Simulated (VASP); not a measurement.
# LiTmH4 in VASP: notebook

The runs below take LiTmH4 through single point, with PBE.

Program: VASP 6.6.1. These are calculated values, not measurements. Logs are shortened: lines on timing, memory, paths and dates and some standing lists are left out, and cuts for length are marked.

**1. The cell of the first run**

It takes space group Pmn2_1 (No. 31, orthorhombic). Conventional cell: a = 3.436 Å, b = 5.692 Å, c = 6.065 Å, α = 90.00°, β = 90.00°, γ = 90.00°. Within 2.5 Å of Li (site symmetry m) lie 5 H at 1.86 to 2.11 Å. Within 2.8 Å of Tm (site symmetry m) lie 9 H at 2.09 to 2.22 Å. Within 2.5 Å of H (site symmetry m) lie 1 Li at 1.86 Å and 2 Tm at 2.17 Å and 4 H at 2.24 to 2.39 Å. Within 3.0 Å of H (site symmetry m) lie 3 Tm at 2.09 to 2.13 Å and 8 H at 2.30 to 2.61 Å and 3 Li at 2.87 to 2.99 Å. Within 2.7 Å of H (site symmetry m) lie 1 Li at 1.96 Å and 3 Tm at 2.15 to 2.22 Å and 8 H at 2.24 to 2.69 Å. Within 2.7 Å of H (site symmetry m) lie 3 Li at 2.04 to 2.11 Å and 1 Tm at 2.14 Å and 4 H at 2.56 to 2.61 Å.

**2. Single point, PBE**

The input, INCAR:

```
PREC     = Accurate       # precision mode
ENCUT    = 750            # plane-wave cutoff, eV
EDIFF    = 1E-6           # SCF threshold, eV
ISMEAR   = 0              # smearing method
SIGMA    = 0.1            # smearing width, eV
LREAL    = F              # projectors in reciprocal space
LASPH    = T              # aspherical terms in the spheres
NELM     = 200            # most SCF steps
ALGO     = Normal         # electronic algorithm
ISIF     = 2              # what is computed and relaxed
LWAVE    = F              # write WAVECAR
LCHARG   = F              # write CHGCAR
GGA      = PE             # functional
NBANDS   = 28             # bands
GGA_COMPAT= F            
LMAXMIX  = 6              # l up to which the mixer works
```

The input, KPOINTS:

```
regular mesh
0
Gamma
  4 4 2
```

The input, POSCAR:

```
LiTmH4
1.0
    3.4357270268      0.0000000000      0.0000000000
    0.0000000000      5.6920722291      0.0000000000
    0.0000000000      0.0000000000      6.0650375328
Li Tm H
2 2 8
Direct
    1.0000000000      0.5044645612      0.0726511781
    0.5000000000      0.4955354388      0.5726511781
    0.0000000000      0.9622123506      0.7247386131
    0.5000000000      0.0377876494      0.2247386131
    0.5000000000      0.1914497285      0.6836158198
    0.0000000000      0.1274049331      0.4160893739
    0.5000000000      0.8355597302      0.5249112243
    0.0000000000      0.8085502715      0.1836158198
    0.5000000000      0.8725950669      0.9160893739
    0.5000000000      0.4133094206      0.2330112774
    0.0000000000      0.5866905794      0.7330112774
    0.0000000000      0.1644402698      0.0249112243
```

Potentials or basis: VASP PAW PBE potentials, release 64 (Li_sv, Tm_3, H), 4f in core.

Started as:

```sh
cat potpaw_PBE.64/Li_sv/POTCAR potpaw_PBE.64/Tm_3/POTCAR potpaw_PBE.64/H/POTCAR > POTCAR
mpirun -np 1 vasp_std > vasp.out
```

OUTCAR:

```text
PREC = Accurate
   ENCUT = 750
   EDIFF = 1E-6
   ISMEAR = 0
   LREAL = F
   LASPH = T
   NELM = 200
   ISIF = 2
   GGA = PE

 ion  position               nearest neighbor table
   1  0.000  0.504  0.073-
   2  0.500  0.496  0.573-
   3  0.000  0.962  0.725-   6 2.09   9 2.13   9 2.13  11 2.14  12 2.15   5 2.17   5 2.17   7 2.22
                             7 2.22   4 3.51   4 3.51   4 3.51   4 3.51
   4  0.500  0.038  0.225-   9 2.09   6 2.13   6 2.13  10 2.14   7 2.15   8 2.17   8 2.17  12 2.22
                            12 2.22   3 3.51   3 3.51   3 3.51   3 3.51
   5  0.500  0.191  0.684-   3 2.17   3 2.17
   6  0.000  0.127  0.416-   3 2.09   4 2.13   4 2.13
   7  0.500  0.836  0.525-   4 2.15   3 2.22   3 2.22
   8  0.000  0.809  0.184-   4 2.17   4 2.17
   9  0.500  0.873  0.916-   4 2.09   3 2.13   3 2.13
  10  0.500  0.413  0.233-   4 2.14
  11  0.000  0.587  0.733-   3 2.14
  12  0.000  0.164  0.025-   3 2.15   4 2.22   4 2.22

  LATTYP: Found a simple orthorhombic cell.
 ALAT       =     3.4357270268
 B/A-ratio  =     1.6567300559
 C/A-ratio  =     1.7652850432

  Lattice vectors:

 A1 = (   3.4357270268,   0.0000000000,   0.0000000000)
 A2 = (   0.0000000000,   5.6920722291,   0.0000000000)
 A3 = (   0.0000000000,   0.0000000000,   6.0650375328)

Analysis of symmetry for initial positions (statically):
=====================================================================
 Subroutine PRICEL returns:
 Original cell was already a primitive cell.

 Routine SETGRP: Setting up the symmetry group for a
 simple orthorhombic supercell.

 Subroutine GETGRP returns: Found  4 space group operations
 (whereof  2 operations were pure point group operations)
 out of a pool of  8 trial point group operations.

The static configuration has the point symmetry C_1h.
 The point group associated with its full space group is C_2v.

Analysis of symmetry for dynamics (positions and initial velocities):
=====================================================================
 Subroutine PRICEL returns:
 Original cell was already a primitive cell.

[... 118 lines left out ...]
   LASPH  =      T    aspherical Exc in radial PAW
   ENCUT  =  750.0 eV  55.12 Ry    7.42 a.u.   7.67 12.71 13.54*2*pi/ulx,y,z
   NELM   =    200;   NELMIN=  2; NELMDL= -5     # of ELM steps
   EDIFF  = 0.1E-05   stopping-criterion for ELM
   LREAL  =      F    real-space projection
[... 7 lines left out ...]
   TEBEG  =    0.0;   TEEND  =   0.0 temperature during run
   PSTRESS=    0.0 pullay stress
   NELECT =      32.0000    total number of electrons
   NUPDOWN=      -1.0000    fix difference up-down
   EMIN   =  10.00;   EMAX   =-10.00  energy-range for DOS
   EFERMI =   0.00;   METHOD = LEGACY
   ISMEAR =     0;   SIGMA  =   0.10  broadening in eV -4-tet -1-fermi 0-gaus
   EFERMI_NEDOS =   21; number of points for ismear=-14 and -15
   IALGO  =     38    algorithm
   IMIX   =      4    mixing-type and parameters
     AMIX     =   0.40;   BMIX     =  1.00
     AMIX_MAG =   1.60;   BMIX_MAG =  1.00
  volume/ion in A,a.u.               =       9.88        66.70
  Fermi-wavevector in a.u.,A,eV,Ry     =   1.057833  1.999015 15.225078  1.119012
  Thomas-Fermi vector in A             =   2.193121
   LORBIT       =      0    0 simple, 1 ext, 2 COOP (PROOUT), +10 PAW based schemes
   GGA     = PE    functional components
   LHFCALC =     F    Hartree Fock is set to
   AEXX    =    0.0000 exact exchange contribution
   IVDW    =     0    specifies the selected vdW correction
   LEPSILON=     F    determine dielectric tensor
   LRPA    =     F    only Hartree local field effects (RPA)
 non-spin polarized calculation
 Gauss-broadening in eV      SIGMA  =   0.10
  energy-cutoff  :      750.00
  volume of cell :      118.61
 maximum number of plane-waves:      5555
 NGX is ok and might be reduce to    32
   NGX = 15   NGY = 25   NGZ = 27

 number of electron      32.0000003 magnetization

 Free energy of the ion-electron system (eV)
  ---------------------------------------------------
  ext. energy  EPLUGINS =         0.00000000
  ---------------------------------------------------
  free energy    TOTEN  =       -45.97982699 eV

  energy without entropy =      -45.97982699  energy(sigma->0) =      -45.97982699

 E-fermi :   0.9030     XC(G=0):  -9.0339

 val. band max:        0.3059934795   @ k =   0.0000   0.0000   0.0000
 cond. band min:       2.4564783002   @ k =   0.2500   0.5000   0.0000
 fundamental gap:      2.1504848207
 Fermi energy:         0.9029746865

 k-point     1 :       0.0000    0.0000    0.0000
  band No.  band energies     occupation
      1     -44.4054      2.00000
      2     -44.4027      2.00000
      3     -23.6576      2.00000
      4     -23.3899      2.00000
      5     -23.3221      2.00000
      6     -23.1635      2.00000
[... 547 lines left out ...]
     27       8.3727      0.00000
     28       8.3727      0.00000

------------------------ aborting loop because EDIFF is reached ----------------------------------------

  FORCE on cell =-STRESS in cart. coord.  units (eV):
  Direction    XX          YY          ZZ          XY          YZ          ZX
  --------------------------------------------------------------------------------------
  -------------------------------------------------------------------------------------
  Total        0.4549799      0.3583182      0.1756903      0.0000000      0.0000000      0.0000000
  in kB        6.1458259      4.8401281      2.3732086      0.0000000      0.0000000      0.0000000
  external PRESSURE =       4.4530542 kB  Pullay stress =       0.0000000 kB

 VOLUME and BASIS-vectors are now :
 -----------------------------------------------------------------------------
  energy-cutoff  :      750.00
  volume of cell :      118.61
      direct lattice vectors                 reciprocal lattice vectors
     3.435727027  0.000000000  0.000000000     0.291059212  0.000000000  0.000000000
     0.000000000  5.692072229  0.000000000     0.000000000  0.175682943  0.000000000
     0.000000000  0.000000000  6.065037533     0.000000000  0.000000000  0.164879441

 POSITION                                       TOTAL-FORCE (eV/Angst)
 -----------------------------------------------------------------------------------
      0.00000      2.87145      0.44063         0.000000      0.003976      0.000444
      1.71786      2.82062      3.47315         0.000000     -0.003976      0.000444
      0.00000      5.47698      4.39557         0.000000     -0.033349      0.003111
      1.71786      0.21509      1.36305         0.000000      0.033349      0.003111
      1.71786      1.08975      4.14616         0.000000      0.022439     -0.004537
      0.00000      0.72520      2.52360         0.000000      0.036020     -0.011728
      1.71786      4.75607      3.18361         0.000000     -0.018874      0.012971
      0.00000      4.60233      1.11364         0.000000     -0.022439     -0.004537
      1.71786      4.96687      5.55612         0.000000     -0.036020     -0.011728
      1.71786      2.35259      1.41322         0.000000      0.024822     -0.000262
      0.00000      3.33949      4.44574         0.000000     -0.024822     -0.000262
      0.00000      0.93601      0.15109         0.000000      0.018874      0.012971
 -----------------------------------------------------------------------------------
    total drift:                                0.000000      0.000000      0.000015

  FREE ENERGIE OF THE ION-ELECTRON SYSTEM (eV)
  ---------------------------------------------------
  free  energy   TOTEN  =       -45.9798269925 eV

  energy  without entropy=      -45.9798269925  energy(sigma->0) =      -45.97982699
```

stdout:

```text
POSCAR found type information on POSCAR LiTmH
 POSCAR found :  3 types and      12 ions
 scaLAPACK will be used
 LDA part: xc-table for (Slater+PW92), standard interpolation
 POSCAR, INCAR and KPOINTS ok, starting setup
 FFT: planning ... GRIDC
 FFT: planning ... GRID_SOFT
 FFT: planning ... GRID
 WAVECAR not read
 entering main loop
```

It took 59 s on 1 thread of Intel Xeon 6975P-C (Granite Rapids), shared host; peak memory 0.35 GiB.

What came out:

* Free energy: -45.9798 eV
* Pressure: 0.4 GPa
* Largest force: 0.038 eV/Å
* Band gap on the k mesh: 2.15 eV (least direct gap 3.11 eV)

Forces in eV/Å, atoms in the order of the input:
```
Li   0.000  0.004  0.000
Li   0.000 -0.004  0.000
Tm   0.000 -0.033  0.003
Tm   0.000  0.033  0.003
H    0.000  0.022 -0.005
H    0.000  0.036 -0.012
H    0.000 -0.019  0.013
H    0.000 -0.022 -0.005
H    0.000 -0.036 -0.012
H    0.000  0.025  0.000
H    0.000 -0.025  0.000
H    0.000  0.019  0.013
```

Caveat: the k points lie up to 0.52 Å⁻¹ apart; spin-orbit coupling is left out, which moves the levels of the heavy elements; the 4f electrons are frozen in the core, so they carry no moment and show no levels.

(Continued in part 2 of 2.)
